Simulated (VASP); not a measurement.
# CdTe (F-43m) in VASP: a series of runs

Aim: see how the results for CdTe move with the level of theory and the settings. Levels: PBE, LDA. Tasks: single point.

Everything below comes from runs of VASP 6.6.1. Logs are shortened: lines on timing, memory, paths and dates and some standing lists are left out, and cuts for length are marked.

## (1) The cell of the first run

The structure is cubic, space group F-43m (No. 216). Conventional cell: a = 6.560 Å, b = 6.560 Å, c = 6.560 Å, α = 90.00°, β = 90.00°, γ = 90.00°. Within 3.7 Å of Cd (site symmetry -43m) lie 4 Te at 2.84 Å. Within 3.7 Å of Te (site symmetry -43m) lie 4 Cd at 2.84 Å.

## (2) Single point, PBE

Input file INCAR:

```
ALGO = Normal
EDIFF = 1E-6
ENCUT = 520
GGA = PE
ISIF = 2
ISMEAR = 0
LASPH = True
LCHARG = True
LELF = True
LREAL = False
LVHAR = True
LWAVE = False
NBANDS = 16
NELM = 80
PREC = Accurate
SIGMA = 0.01
```

Input file KPOINTS:

```
k-points
0
Gamma
  4 4 4
```

Input file POSCAR:

```
CdTe
1.0
    0.0000000000      3.2799551161      3.2799551161
    3.2799551161      0.0000000000      3.2799551161
    3.2799551161      3.2799551161      0.0000000000
Cd Te
1 1
Direct
    0.0000000000      0.0000000000      0.0000000000
    0.2500000000      0.2500000000      0.2500000000
```

Potentials or basis: VASP PAW PBE potentials, release 64 (Cd, Te).

On the command line:

```bash
> cat potpaw_PBE.64/Cd/POTCAR potpaw_PBE.64/Te/POTCAR > POTCAR
> mpirun -np 1 vasp_std > vasp.out
```

OUTCAR:

```text
EDIFF = 1E-6
   ENCUT = 520
   GGA = PE
   ISIF = 2
   ISMEAR = 0
   LASPH = True
   LREAL = False
   NELM = 80
   PREC = Accurate

 ion  position               nearest neighbor table
   1  0.000  0.000  0.000-   2 2.84   2 2.84   2 2.84   2 2.84
   2  0.250  0.250  0.250-   1 2.84   1 2.84   1 2.84   1 2.84

  LATTYP: Found a face centered cubic cell.
 ALAT       =     6.5599102322

  Lattice vectors:

 A1 = (   0.0000000000,   3.2799551161,   3.2799551161)
 A2 = (   3.2799551161,   0.0000000000,   3.2799551161)
 A3 = (   3.2799551161,   3.2799551161,   0.0000000000)

Analysis of symmetry for initial positions (statically):
=====================================================================
 Subroutine PRICEL returns:
 Original cell was already a primitive cell.

 Routine SETGRP: Setting up the symmetry group for a
 face centered cubic supercell.

 Subroutine GETGRP returns: Found 24 space group operations
 (whereof 24 operations were pure point group operations)
 out of a pool of 48 trial point group operations.

The static configuration has the point symmetry T_d .

Analysis of symmetry for dynamics (positions and initial velocities):
=====================================================================
 Subroutine PRICEL returns:
 Original cell was already a primitive cell.

 Routine SETGRP: Setting up the symmetry group for a
 face centered cubic supercell.

 Subroutine GETGRP returns: Found 24 space group operations
 (whereof 24 operations were pure point group operations)
 out of a pool of 48 trial point group operations.

The dynamic configuration has the point symmetry T_d .

 Subroutine INISYM returns: Found 24 space group operations
 (whereof 24 operations are pure point group operations),
 and found     1 'primitive' translations

----------------------------------------------------------------------------------------

                                     Primitive cell

  volume of cell :      70.5722

  direct lattice vectors                    reciprocal lattice vectors
     0.000000000  3.279955116  3.279955116    -0.152441110  0.152441110  0.152441110
     3.279955116  0.000000000  3.279955116     0.152441110 -0.152441110  0.152441110
     3.279955116  3.279955116  0.000000000     0.152441110  0.152441110 -0.152441110

  length of vectors
     4.638557009  4.638557009  4.638557009     0.264035748  0.264035748  0.264035748

  position of ions in fractional coordinates (direct lattice)
[... 61 lines left out ...]
   NELM   =     80;   NELMIN=  2; NELMDL= -5     # of ELM steps
   EDIFF  = 0.1E-05   stopping-criterion for ELM
   LREAL  =      F    real-space projection
   EDIFFG = 0.1E-04   stopping-criterion for IOM
   NSW    =      0    number of steps for IOM
   IBRION =     -1    ionic relax: 0-MD 1-quasi-New 2-CG
   NFREE  =      0    steps in history (QN), initial steepest desc. (CG)
   ISIF   =      2    stress and relaxation
   ISYM   =      2    0-nonsym 1-usesym 2-fastsym
   POTIM  = 0.5000    time-step for ionic-motion
   TEBEG  =    0.0;   TEEND  =   0.0 temperature during run
   PSTRESS=    0.0 pullay stress
   NELECT =      18.0000    total number of electrons
   NUPDOWN=      -1.0000    fix difference up-down
   EMIN   =  10.00;   EMAX   =-10.00  energy-range for DOS
   EFERMI =   0.00;   METHOD = LEGACY
   ISMEAR =     0;   SIGMA  =   0.01  broadening in eV -4-tet -1-fermi 0-gaus
   EFERMI_NEDOS =   21; number of points for ismear=-14 and -15
   IALGO  =     38    algorithm
   IMIX   =      4    mixing-type and parameters
     AMIX     =   0.40;   BMIX     =  1.00
     AMIX_MAG =   1.60;   BMIX_MAG =  1.00
  volume/ion in A,a.u.               =      35.29       238.12
  Fermi-wavevector in a.u.,A,eV,Ry     =   1.038216  1.961944 14.665621  1.077893
  Thomas-Fermi vector in A             =   2.172690
   LORBIT       =      0    0 simple, 1 ext, 2 COOP (PROOUT), +10 PAW based schemes
   GGA     = PE    functional components
   LHFCALC =     F    Hartree Fock is set to
   AEXX    =    0.0000 exact exchange contribution
   IVDW    =     0    specifies the selected vdW correction
   LEPSILON=     F    determine dielectric tensor
   LRPA    =     F    only Hartree local field effects (RPA)
 non-spin polarized calculation
 Gauss-broadening in eV      SIGMA  =   0.01
  energy-cutoff  :      520.00
  volume of cell :       70.57
 maximum number of plane-waves:      1924
 NGX is ok and might be reduce to    36
   NGX = 17   NGY = 17   NGZ = 17

 number of electron      18.0000006 magnetization

 Free energy of the ion-electron system (eV)
  ---------------------------------------------------
  ext. energy  EPLUGINS =         0.00000000
  ---------------------------------------------------
  free energy    TOTEN  =        -4.74596449 eV

  energy without entropy =       -4.74596449  energy(sigma->0) =       -4.74596449

 E-fermi :   2.1402     XC(G=0):  -8.4109

 val. band max:        2.0502550173   @ k =   0.0000   0.0000   0.0000
 cond. band min:       2.6984033088   @ k =   0.0000   0.0000   0.0000
 fundamental gap:      0.6481482915
 Fermi energy:         2.1401615847

 k-point     1 :       0.0000    0.0000    0.0000
  band No.  band energies     occupation
      1      -8.9165      2.00000
      2      -6.1491      2.00000
      3      -6.1491      2.00000
      4      -6.1491      2.00000
      5      -5.9169      2.00000
      6      -5.9169      2.00000
[... 129 lines left out ...]
      3      -6.0332      2.00000
      4      -5.9426      2.00000
      5      -5.9156      2.00000
      6      -5.3879      2.00000
[... 8 lines left out ...]
     15      12.9887      0.00000
     16      13.2203      0.00000

------------------------ aborting loop because EDIFF is reached ----------------------------------------

  FORCE on cell =-STRESS in cart. coord.  units (eV):
  Direction    XX          YY          ZZ          XY          YZ          ZX
  --------------------------------------------------------------------------------------
  -------------------------------------------------------------------------------------
  Total        0.5812525      0.5812525      0.5812525      0.0000000      0.0000000     -0.0000000
  in kB       13.1959819     13.1959819     13.1959819      0.0000000      0.0000000     -0.0000000
  external PRESSURE =      13.1959819 kB  Pullay stress =       0.0000000 kB

 VOLUME and BASIS-vectors are now :
 -----------------------------------------------------------------------------
  energy-cutoff  :      520.00
  volume of cell :       70.57
      direct lattice vectors                 reciprocal lattice vectors
     0.000000000  3.279955116  3.279955116    -0.152441110  0.152441110  0.152441110
     3.279955116  0.000000000  3.279955116     0.152441110 -0.152441110  0.152441110
     3.279955116  3.279955116  0.000000000     0.152441110  0.152441110 -0.152441110

 POSITION                                       TOTAL-FORCE (eV/Angst)
 -----------------------------------------------------------------------------------
      0.00000      0.00000      0.00000        -0.000000     -0.000000     -0.000000
      1.63998      1.63998      1.63998         0.000000      0.000000      0.000000
 -----------------------------------------------------------------------------------
    total drift:                               -0.000000     -0.000000     -0.000000

  FREE ENERGIE OF THE ION-ELECTRON SYSTEM (eV)
  ---------------------------------------------------
  free  energy   TOTEN  =        -4.7459644930 eV

  energy  without entropy=       -4.7459644930  energy(sigma->0) =       -4.74596449
```

OSZICAR:

```text
N       E                     dE             d eps       ncg     rms          rms(c)
DAV:   1     0.101500673412E+03    0.10150E+03   -0.82971E+03   264   0.979E+02
DAV:   2    -0.123571061128E+01   -0.10274E+03   -0.98184E+02   320   0.237E+02
DAV:   3    -0.495864828738E+01   -0.37229E+01   -0.37195E+01   328   0.458E+01
DAV:   4    -0.499243786183E+01   -0.33790E-01   -0.33789E-01   376   0.393E+00
DAV:   5    -0.499252277618E+01   -0.84914E-04   -0.84914E-04   336   0.187E-01    0.517E+00
DAV:   6    -0.476128910360E+01    0.23123E+00   -0.39174E-01   304   0.721E+00    0.431E+00
DAV:   7    -0.474422778806E+01    0.17061E-01   -0.11411E-01   296   0.213E+00    0.170E+00
DAV:   8    -0.474540126797E+01   -0.11735E-02   -0.10897E-02   272   0.115E+00    0.490E-01
DAV:   9    -0.474582946898E+01   -0.42820E-03   -0.93802E-04   296   0.303E-01    0.110E-01
DAV:  10    -0.474591452183E+01   -0.85053E-04   -0.12096E-04   304   0.969E-02    0.538E-02
DAV:  11    -0.474596590336E+01   -0.51382E-04   -0.93059E-05   272   0.554E-02    0.364E-02
DAV:  12    -0.474596465070E+01    0.12527E-05   -0.37333E-06   320   0.140E-02    0.214E-02
DAV:  13    -0.474596449298E+01    0.15772E-06   -0.46990E-07   240   0.335E-03
   1 F= -.47459645E+01 E0= -.47459645E+01  d E =-.207702E-38
```

stdout:

```text
POSCAR found type information on POSCAR CdTe
 POSCAR found :  2 types and       2 ions
 scaLAPACK will be used
 LDA part: xc-table for (Slater+PW92), standard interpolation
 POSCAR, INCAR and KPOINTS ok, starting setup
 FFT: planning ... GRIDC
 FFT: planning ... GRID_SOFT
 FFT: planning ... GRID
 WAVECAR not read
 entering main loop
```

It took 6.3 s on 1 thread of Intel Xeon 6975P-C (Granite Rapids), shared host; peak memory 0.2 GiB.

Results:

```
Free energy            : -4.7460 eV
Pressure               : 1.3 GPa
Band gap on the k mesh : 0.65 eV, direct
```

Caveat: spin-orbit coupling is left out, which moves the levels of the heavy elements.

## (3) Single point, PBE

Input file INCAR:

```
SYSTEM = CdTe
ALGO = Normal ; EDIFF = 1E-7
ENCUT = 520 ; GGA = PE
ISIF = 2 ; ISMEAR = 0
LASPH = .TRUE. ; LCHARG = .FALSE.
LREAL = .FALSE. ; LWAVE = .FALSE.
NBANDS = 16 ; NELM = 80
PREC = Accurate ; SIGMA = 0.01
```

Input file KPOINTS:

```
k-points
0
G
  4 4 4
  0 0 0
```

POSCAR is that of step 2.

Potentials or basis: VASP PAW PBE potentials, release 64 (Cd, Te).

On the command line:

```bash
> cat potpaw_PBE.64/Cd/POTCAR potpaw_PBE.64/Te/POTCAR > POTCAR
> mpirun -np 1 vasp_std > vasp.out
```

OUTCAR:

```text
SYSTEM = CdTe
   EDIFF = 1E-7
   ENCUT = 520
   GGA = PE
   ISIF = 2
   ISMEAR = 0
   LASPH = .TRUE.
   LREAL = .FALSE.
   NELM = 80
   PREC = Accurate

 ion  position               nearest neighbor table
   1  0.000  0.000  0.000-   2 2.84   2 2.84   2 2.84   2 2.84
   2  0.250  0.250  0.250-   1 2.84   1 2.84   1 2.84   1 2.84

  LATTYP: Found a face centered cubic cell.
 ALAT       =     6.5599102322

  Lattice vectors:

 A1 = (   0.0000000000,   3.2799551161,   3.2799551161)
 A2 = (   3.2799551161,   0.0000000000,   3.2799551161)
 A3 = (   3.2799551161,   3.2799551161,   0.0000000000)

Analysis of symmetry for initial positions (statically):
=====================================================================
 Subroutine PRICEL returns:
 Original cell was already a primitive cell.

 Routine SETGRP: Setting up the symmetry group for a
 face centered cubic supercell.

 Subroutine GETGRP returns: Found 24 space group operations
 (whereof 24 operations were pure point group operations)
 out of a pool of 48 trial point group operations.

The static configuration has the point symmetry T_d .

Analysis of symmetry for dynamics (positions and initial velocities):
[... 144 lines left out ...]

 val. band max:        2.0506495330   @ k =   0.0000   0.0000   0.0000
 cond. band min:       2.6986496510   @ k =   0.0000   0.0000   0.0000
 fundamental gap:      0.6480001180
 Fermi energy:         2.1405758742

 k-point     1 :       0.0000    0.0000    0.0000
  band No.  band energies     occupation
      1      -8.9160      2.00000
      2      -6.1493      2.00000
      3      -6.1493      2.00000
      4      -6.1493      2.00000
      5      -5.9171      2.00000
      6      -5.9171      2.00000
[... 129 lines left out ...]
      3      -6.0334      2.00000
      4      -5.9428      2.00000
      5      -5.9158      2.00000
      6      -5.3880      2.00000
[... 8 lines left out ...]
     15      12.9891      0.00000
     16      13.2205      0.00000

------------------------ aborting loop because EDIFF is reached ----------------------------------------

  FORCE on cell =-STRESS in cart. coord.  units (eV):
  Direction    XX          YY          ZZ          XY          YZ          ZX
  --------------------------------------------------------------------------------------
  -------------------------------------------------------------------------------------
  Total        0.5776278      0.5776278      0.5776278     -0.0000000      0.0000000      0.0000000
  in kB       13.1136920     13.1136920     13.1136920     -0.0000000      0.0000000      0.0000000
  external PRESSURE =      13.1136920 kB  Pullay stress =       0.0000000 kB

 VOLUME and BASIS-vectors are now :
 -----------------------------------------------------------------------------
  energy-cutoff  :      520.00
  volume of cell :       70.57
      direct lattice vectors                 reciprocal lattice vectors
     0.000000000  3.279955116  3.279955116    -0.152441110  0.152441110  0.152441110
     3.279955116  0.000000000  3.279955116     0.152441110 -0.152441110  0.152441110
     3.279955116  3.279955116  0.000000000     0.152441110  0.152441110 -0.152441110

 POSITION                                       TOTAL-FORCE (eV/Angst)
 -----------------------------------------------------------------------------------
      0.00000      0.00000      0.00000        -0.000000     -0.000000     -0.000000
      1.63998      1.63998      1.63998         0.000000      0.000000      0.000000
 -----------------------------------------------------------------------------------
    total drift:                               -0.000000     -0.000000     -0.000000

  FREE ENERGIE OF THE ION-ELECTRON SYSTEM (eV)
  ---------------------------------------------------
  free  energy   TOTEN  =        -4.7459645450 eV

  energy  without entropy=       -4.7459645450  energy(sigma->0) =       -4.74596454
```

OSZICAR:

```text
N       E                     dE             d eps       ncg     rms          rms(c)
DAV:   1     0.101500673412E+03    0.10150E+03   -0.82971E+03   264   0.979E+02
DAV:   2    -0.123571061128E+01   -0.10274E+03   -0.98184E+02   320   0.237E+02
DAV:   3    -0.495864828738E+01   -0.37229E+01   -0.37195E+01   328   0.458E+01
DAV:   4    -0.499243786183E+01   -0.33790E-01   -0.33789E-01   376   0.393E+00
DAV:   5    -0.499252277618E+01   -0.84914E-04   -0.84914E-04   336   0.187E-01    0.517E+00
DAV:   6    -0.476128910360E+01    0.23123E+00   -0.39174E-01   304   0.721E+00    0.431E+00
DAV:   7    -0.474422778806E+01    0.17061E-01   -0.11411E-01   296   0.213E+00    0.170E+00
DAV:   8    -0.474540126797E+01   -0.11735E-02   -0.10897E-02   272   0.115E+00    0.490E-01
DAV:   9    -0.474582946898E+01   -0.42820E-03   -0.93802E-04   296   0.303E-01    0.110E-01
DAV:  10    -0.474591452183E+01   -0.85053E-04   -0.12096E-04   304   0.969E-02    0.538E-02
DAV:  11    -0.474596590336E+01   -0.51382E-04   -0.93059E-05   272   0.554E-02    0.364E-02
DAV:  12    -0.474596465070E+01    0.12527E-05   -0.37333E-06   320   0.140E-02    0.214E-02
DAV:  13    -0.474596449638E+01    0.15432E-06   -0.50292E-07   304   0.335E-03    0.138E-02
DAV:  14    -0.474596452845E+01   -0.32075E-07   -0.10828E-06   272   0.569E-03    0.592E-03
DAV:  15    -0.474596454499E+01   -0.16535E-07   -0.69585E-08   280   0.221E-03
   1 F= -.47459645E+01 E0= -.47459645E+01  d E =-.200463E-38
```

Run time: 6.3 s. Hardware: 1 thread of Intel Xeon 6975P-C (Granite Rapids), shared host; peak memory 0.2 GiB.

What came out:

| Property | Result |
| --- | --- |
| Free energy | -4.7460 eV |
| Pressure | 1.3 GPa |
| Band gap on the k mesh | 0.65 eV, direct |

Levels at points of the mesh, in eV from the valence-band top:
| k point | band 6 | band 7 | band 8 | band 9 | band 10 | band 11 | band 12 | band 13 |
| --- | --- | --- | --- | --- | --- | --- | --- | --- |
| (0.00, 0.00, 0.00) | -7.97 | 0.00 | 0.00 | 0.00 | 0.65 | 4.61 | 4.61 | 4.61 |
| (0.50, 0.00, 0.00) | -7.64 | -4.23 | -0.73 | -0.73 | 1.77 | 5.18 | 5.18 | 7.04 |
| (0.50, 0.50, 0.00) | -7.51 | -4.15 | -1.75 | -1.75 | 2.66 | 2.67 | 8.65 | 8.93 |

Caveat: spin-orbit coupling is left out, which moves the levels of the heavy elements. PBE gaps usually lie below the measured ones, often by a third to a half.

[end of part 1 of 3]
